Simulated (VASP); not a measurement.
# Sb in VASP: a series of runs

Runs on Sb. Level: PBE. Tasks: single point, relaxation of cell and atoms.

Everything below comes from runs of VASP 6.6.1. Logs are shortened: lines on timing, memory, paths and dates and some standing lists are left out, and cuts for length are marked.

**1. The cell of the first run**

It takes space group Pmmn (No. 59, orthorhombic). The conventional cell has a = 3.349 Å, b = 3.558 Å, c = 4.767 Å, α = 90.00°, β = 90.00°, γ = 90.00°. Within 3.2 Å of Sb (site symmetry mm2) lie 4 Sb at 2.46 Å.

**2. Single point, PBE**

Input file INCAR:

```
SYSTEM = Sb
PREC     = Accurate       ! precision mode
ENCUT    = 520            ! plane-wave cutoff, eV
EDIFF    = 1E-6           ! SCF threshold, eV
ISMEAR   = 0              ! smearing method
SIGMA    = 0.1            ! smearing width, eV
LREAL    = .False.        ! projectors in reciprocal space
LASPH    = .True.         ! aspherical terms in the spheres
NELM     = 80             ! most SCF steps
ALGO     = Normal         ! electronic algorithm
ISIF     = 2              ! what is computed and relaxed
LWAVE    = .False.        ! write WAVECAR
LCHARG   = .False.        ! write CHGCAR
GGA      = PE             ! functional
NBANDS   = 12             ! bands
```

Input file KPOINTS:

```
regular mesh
0
Gamma
  6 6 4
  0 0 0
```

Input file POSCAR:

```
Sb
1.0
    3.3488112600      0.0000000000      0.0000000000
    0.0000000000      3.5581476400      0.0000000000
    0.0000000000      0.0000000000      4.7666939000
Sb
2
Direct
    0.5000000000      0.0000000000      0.9730890500
    0.0000000000      0.5000000000      0.0269109500
```

Potentials or basis: VASP PAW PBE potentials, release 64 (Sb).

Launch:

```
> cat potpaw_PBE.64/Sb/POTCAR > POTCAR
> mpirun -np 1 vasp_std > vasp.out
```

OUTCAR:

```text
SYSTEM = Sb
   PREC = Accurate
   ENCUT = 520
   EDIFF = 1E-6
   ISMEAR = 0
   LREAL = .False.
   LASPH = .True.
   NELM = 80
   ISIF = 2
   GGA = PE

 ion  position               nearest neighbor table
   1  0.500  0.000  0.973-   2 2.46   2 2.46   2 2.46   2 2.46
   2  0.000  0.500  0.027-   1 2.46   1 2.46   1 2.46   1 2.46

  LATTYP: Found a simple orthorhombic cell.
 ALAT       =     3.3488112600
 B/A-ratio  =     1.0625106534
 C/A-ratio  =     1.4233987914

  Lattice vectors:

 A1 = (   3.3488112600,   0.0000000000,   0.0000000000)
 A2 = (   0.0000000000,   3.5581476400,   0.0000000000)
 A3 = (   0.0000000000,   0.0000000000,   4.7666939000)

Analysis of symmetry for initial positions (statically):
=====================================================================
 Subroutine PRICEL returns:
 Original cell was already a primitive cell.

 Routine SETGRP: Setting up the symmetry group for a
 simple orthorhombic supercell.

 Subroutine GETGRP returns: Found  8 space group operations
 (whereof  4 operations were pure point group operations)
 out of a pool of  8 trial point group operations.

The static configuration has the point symmetry C_2v.
 The point group associated with its full space group is D_2h.

Analysis of symmetry for dynamics (positions and initial velocities):
=====================================================================
 Subroutine PRICEL returns:
 Original cell was already a primitive cell.

 Routine SETGRP: Setting up the symmetry group for a
 simple orthorhombic supercell.

 Subroutine GETGRP returns: Found  8 space group operations
 (whereof  4 operations were pure point group operations)
 out of a pool of  8 trial point group operations.

The dynamic configuration has the point symmetry C_2v.
 The point group associated with its full space group is D_2h.

 Subroutine INISYM returns: Found  8 space group operations
 (whereof  4 operations are pure point group operations),
 and found     1 'primitive' translations

----------------------------------------------------------------------------------------

                                     Primitive cell

  volume of cell :      56.7979

  direct lattice vectors                    reciprocal lattice vectors
     3.348811260  0.000000000  0.000000000     0.298613425  0.000000000  0.000000000
     0.000000000  3.558147640  0.000000000     0.000000000  0.281045111  0.000000000
     0.000000000  0.000000000  4.766693900     0.000000000  0.000000000  0.209789011

  length of vectors
     3.348811260  3.558147640  4.766693900     0.298613425  0.281045111  0.209789011

  position of ions in fractional coordinates (direct lattice)
     0.500000000  0.000000000  0.973089050
     0.000000000  0.500000000  0.026910950

  ion indices of the primitive-cell ions
   primitive index   ion index
                 1           1
                 2           2

----------------------------------------------------------------------------------------

 KPOINTS: regular mesh

Automatic generation of k-mesh.
 Grid dimensions read from file:
 generate k-points for:    6    6    4

 Generating k-lattice:

  Cartesian coordinates                     Fractional coordinates (reciprocal lattice)
     0.049768904  0.000000000  0.000000000     0.166666667  0.000000000  0.000000000
     0.000000000  0.046840852  0.000000000     0.000000000  0.166666667  0.000000000
     0.000000000  0.000000000  0.052447253     0.000000000  0.000000000  0.250000000

  Length of vectors
     0.049768904  0.046840852  0.052447253

  Shift w.r.t. Gamma in fractional coordinates (k-lattice)
     0.000000000  0.000000000  0.000000000

 Subroutine IBZKPT returns following result:
 ===========================================

 Found     48 irreducible k-points:

 Following reciprocal coordinates:
            Coordinates               Weight
  0.000000  0.000000  0.000000      1.000000
  0.166667  0.000000  0.000000      2.000000
  0.333333  0.000000  0.000000      2.000000
  0.500000  0.000000  0.000000      1.000000
  0.000000  0.166667  0.000000      2.000000
  0.166667  0.166667  0.000000      4.000000
[... 16 lines left out ...]
  0.333333  0.166667  0.250000      8.000000
  0.500000  0.166667  0.250000      4.000000
 [... further k-points ...]
   k-points           NKPTS =     48   k-points in BZ     NKDIM =     48   number of bands    NBANDS=     12
   number of dos      NEDOS =    301   number of ions     NIONS =      2
   total plane-waves  NPLWV =  28224
   dimension x,y,z NGX =    28 NGY =   28 NGZ =   36
   dimension x,y,z NGXF=    56 NGYF=   56 NGZF=   72
   ions per type =               2
   NGX,Y,Z   is equivalent  to a cutoff of  13.90, 13.08, 12.56 a.u.
   NGXF,Y,Z  is equivalent  to a cutoff of  27.80, 26.16, 25.11 a.u.
 SYSTEM =  Sb
   PREC   = accura    normal or accurate (medium, high low for compatibility)
   ISTART =      0    job   : 0-new  1-cont  2-samecut
   ICHARG =      2    charge: 1-file 2-atom 10-const
   ISPIN  =      1    spin polarized calculation?
   LNONCOLLINEAR =      F non collinear calculations
   LSORBIT =      F    spin-orbit coupling
   LASPH  =      T    aspherical Exc in radial PAW
   ENCUT  =  520.0 eV  38.22 Ry    6.18 a.u.   6.23  6.62  8.86*2*pi/ulx,y,z
   NELM   =     80;   NELMIN=  2; NELMDL= -5     # of ELM steps
   EDIFF  = 0.1E-05   stopping-criterion for ELM
   LREAL  =      F    real-space projection
   EDIFFG = 0.1E-04   stopping-criterion for IOM
   NSW    =      0    number of steps for IOM
   IBRION =     -1    ionic relax: 0-MD 1-quasi-New 2-CG
   NFREE  =      0    steps in history (QN), initial steepest desc. (CG)
   ISIF   =      2    stress and relaxation
   ISYM   =      2    0-nonsym 1-usesym 2-fastsym
   POTIM  = 0.5000    time-step for ionic-motion
   TEBEG  =    0.0;   TEEND  =   0.0 temperature during run
   PSTRESS=    0.0 pullay stress
   NELECT =      10.0000    total number of electrons
   NUPDOWN=      -1.0000    fix difference up-down
   EMIN   =  10.00;   EMAX   =-10.00  energy-range for DOS
   EFERMI =   0.00;   METHOD = LEGACY
   ISMEAR =     0;   SIGMA  =   0.10  broadening in eV -4-tet -1-fermi 0-gaus
   EFERMI_NEDOS =   21; number of points for ismear=-14 and -15
   IALGO  =     38    algorithm
   IMIX   =      4    mixing-type and parameters
     AMIX     =   0.40;   BMIX     =  1.00
     AMIX_MAG =   1.60;   BMIX_MAG =  1.00
  volume/ion in A,a.u.               =      28.40       191.65
  Fermi-wavevector in a.u.,A,eV,Ry     =   0.917552  1.733923 11.454777  0.841902
  Thomas-Fermi vector in A             =   2.042534
   LORBIT       =      0    0 simple, 1 ext, 2 COOP (PROOUT), +10 PAW based schemes
   GGA     = PE    functional components
   LHFCALC =     F    Hartree Fock is set to
   AEXX    =    0.0000 exact exchange contribution
   IVDW    =     0    specifies the selected vdW correction
   LEPSILON=     F    determine dielectric tensor
   LRPA    =     F    only Hartree local field effects (RPA)
 non-spin polarized calculation
 Gauss-broadening in eV      SIGMA  =   0.10
  energy-cutoff  :      520.00
  volume of cell :       56.80
 maximum number of plane-waves:      1552
 NGX is ok and might be reduce to    28
   NGX = 13   NGY = 13   NGZ = 17

 number of electron      10.0000000 magnetization

 Free energy of the ion-electron system (eV)
  ---------------------------------------------------
  ext. energy  EPLUGINS =         0.00000000
  ---------------------------------------------------
  free energy    TOTEN  =        -2.73980380 eV

  energy without entropy =       -2.73366778  energy(sigma->0) =       -2.73673579

 E-fermi :   7.9582     XC(G=0):  -9.1695

 val. band max:        7.9546264209   @ k =   0.5000   0.0000   0.0000
 cond. band min:       7.9866497969   @ k =   0.5000   0.0000   0.2500
 fundamental gap:      0.0320233760
 Fermi energy:         7.9581980717

 k-point     1 :       0.0000    0.0000    0.0000
  band No.  band energies     occupation
      1      -8.0808      2.00000
      2       2.5747      2.00000
      3       3.2458      2.00000
      4       4.6872      2.00000
      5       6.6293      2.00000
      6       8.7129      0.00000
      7      10.5946      0.00000
      8      13.3622      0.00000
      9      16.2307      0.00000
     10      16.9431      0.00000
     11      17.2862      0.00000
     12      17.4024      0.00000

 k-point     2 :       0.1667    0.0000    0.0000
  band No.  band energies     occupation
      1      -7.6834      2.00000
      2       1.8169      2.00000
      3       3.0349      2.00000
      4       3.8113      2.00000
      5       7.7402      1.99795
      6       8.9844      0.00000
      7      12.0797      0.00000
      8      13.0789      0.00000
      9      14.3606      0.00000
     10      15.1663      0.00000
     11      16.1710      0.00000
     12      16.8152      0.00000

 k-point     3 :       0.3333    0.0000    0.0000
  band No.  band energies     occupation
      1      -6.4830      2.00000
      2      -1.6447      2.00000
      3       4.2734      2.00000
      4       5.4434      2.00000
      5       8.6593      0.00000
      6       8.7840      0.00000
      7      10.5279      0.00000
      8      11.0540      0.00000
      9      12.6284      0.00000
     10      14.4312      0.00000
     11      16.8650      0.00000
     12      17.4952      0.00000
[... 286 lines left out ...]
 k-point    23 :       0.3333    0.1667    0.2500
  band No.  band energies     occupation
      1      -6.0805      2.00000
      2      -1.2121      2.00000
      3       2.7549      2.00000
      4       4.0721      2.00000
      5       7.7734      1.99103
      6       8.5376      0.00000
      7      12.0037      0.00000
      8      12.3469      0.00000
      9      13.2772      0.00000
     10      16.1425      0.00000
     11      16.4397      0.00000
     12      17.2071      0.00000

 k-point    24 :       0.5000    0.1667    0.2500
  band No.  band energies     occupation
      1      -4.0449      2.00000
      2      -4.0449      2.00000
      3       4.9471      2.00000
      4       4.9471      2.00000
      5       6.0402      2.00000
      6       6.0402      2.00000
      7      13.4877      0.00000
      8      13.4877      0.00000
      9      13.9702      0.00000
     10      13.9702      0.00000
     11      15.3428      0.00000
     12      15.3428      0.00000

 [... further k-points ...]
[... 5 lines left out ...]
  --------------------------------------------------------------------------------------
  -------------------------------------------------------------------------------------
  Total       28.8149806     30.1240476      0.1989301      0.0000000      0.0000000      0.0000000
  in kB      812.8249283    849.7516334      5.6115029      0.0000000      0.0000000      0.0000000
  external PRESSURE =     556.0626882 kB  Pullay stress =       0.0000000 kB

 VOLUME and BASIS-vectors are now :
 -----------------------------------------------------------------------------
  energy-cutoff  :      520.00
  volume of cell :       56.80
      direct lattice vectors                 reciprocal lattice vectors
     3.348811260  0.000000000  0.000000000     0.298613425  0.000000000  0.000000000
     0.000000000  3.558147640  0.000000000     0.000000000  0.281045111  0.000000000
     0.000000000  0.000000000  4.766693900     0.000000000  0.000000000  0.209789011

 POSITION                                       TOTAL-FORCE (eV/Angst)
 -----------------------------------------------------------------------------------
      1.67441      0.00000      4.63842         0.000000      0.000000     -2.469536
      0.00000      1.77907      0.12828         0.000000      0.000000      2.469536
 -----------------------------------------------------------------------------------
    total drift:                               -0.000000     -0.000000      0.000000

  FREE ENERGIE OF THE ION-ELECTRON SYSTEM (eV)
  ---------------------------------------------------
  free  energy   TOTEN  =        -2.7398038044 eV

  energy  without entropy=       -2.7336677846  energy(sigma->0) =       -2.73673579
```

It took 27 s on 1 thread of Intel Xeon Platinum 8488C (Sapphire Rapids), shared host; peak memory 0.18 GiB.

What came out:

```yaml
Free_energy: -2.7398 eV
Pressure: 55.6 GPa
Largest_force: 2.470 eV/Å
Band_gap_on_the_k_mesh: zero (band 5 reaches 9.86 eV, above the bottom of band 6 at 5.62 eV)
```

Forces on the atoms (eV/Å):
```
Sb   0.000  0.000 -2.470
Sb   0.000  0.000  2.470
```

Stress tensor (GPa, compression positive):
```
81.28  0.00  0.00
 0.00 84.98  0.00
 0.00  0.00  0.56
```

Levels at points of the mesh, in eV from the Fermi level:
| k point | band 3 | band 4 | band 5 | band 6 | band 7 | band 8 |
| --- | --- | --- | --- | --- | --- | --- |
| (0.00, 0.00, 0.00) | -4.71 | -3.27 | -1.33 | 0.75 | 2.64 | 5.40 |
| (0.50, 0.00, 0.00) | -1.70 | -1.70 | 0.00 | 0.00 | 2.30 | 2.30 |
| (0.00, 0.50, 0.00) | -2.05 | -2.05 | 1.00 | 1.00 | 3.31 | 3.31 |
| (0.50, 0.50, 0.00) | -8.68 | -8.68 | -0.21 | -0.21 | 4.20 | 4.20 |
| (0.00, 0.00, 0.50) | -4.66 | -3.22 | -1.17 | 2.78 | 3.90 | 6.05 |
| (0.50, 0.00, 0.50) | -2.75 | -2.75 | 0.06 | 0.06 | 2.48 | 2.48 |
| (0.00, 0.50, 0.50) | -3.12 | -3.12 | 1.07 | 1.07 | 3.87 | 3.87 |
| (0.50, 0.50, 0.50) | -8.62 | -8.62 | -1.12 | -1.12 | 2.60 | 2.60 |

Caveat: spin-orbit coupling is left out, which moves the levels of the heavy elements; forces of over 1 eV/Å act on the atoms, so gaps and moduli don't describe the material at rest.

(Continued in part 2 of 4.)
